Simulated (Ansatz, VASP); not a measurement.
# Two plane-wave programs on MoS2

```
Mo S
1.0
     3.24616    0.00000    0.00000
    -1.62308    2.81126    0.00000
     0.00000    0.00000   35.15547
Mo S
4 8
Direct
  0.33333 0.66667 0.09356
  0.33333 0.66667 0.72090
  0.66667 0.33333 0.27910
  0.66667 0.33333 0.90644
  0.66667 0.33333 0.04855
  0.66667 0.33333 0.67591
  0.33333 0.66667 0.23409
  0.33333 0.66667 0.86143
  0.66667 0.33333 0.13857
  0.66667 0.33333 0.76591
  0.33333 0.66667 0.32409
  0.33333 0.66667 0.95145
```

Alike in both runs: task single point; functional PBEsol; k mesh 10 × 10 × 1; occupations fermi-dirac, width 0.05 eV; no spin polarisation.

```csv
,VASP,Ansatz
version,VASP 6.6.1,Ansatz 0.2.0
potentials or method,"VASP PAW PBE potentials, release 64 (Mo_sv, S)",Ansatz PAW
plane-wave cutoff (eV),520,420
valence electrons in the cell,104,104
```

```tsv
	VASP	Ansatz	Ansatz less VASP
gap on the k mesh at the Fermi level (eV)	1.18	1.17	-0.013
least direct gap on the mesh (eV)	1.73	1.73	-0.004
rms of the force components (eV/Å)	0.471	0.473	+0.0017
```

VASP's potentials were made for PBE, not for PBEsol. Atom by atom the forces differ by 0.002 eV/Å (rms over components). With one functional, cell and mesh, what is left measures potentials, basis and numerics.
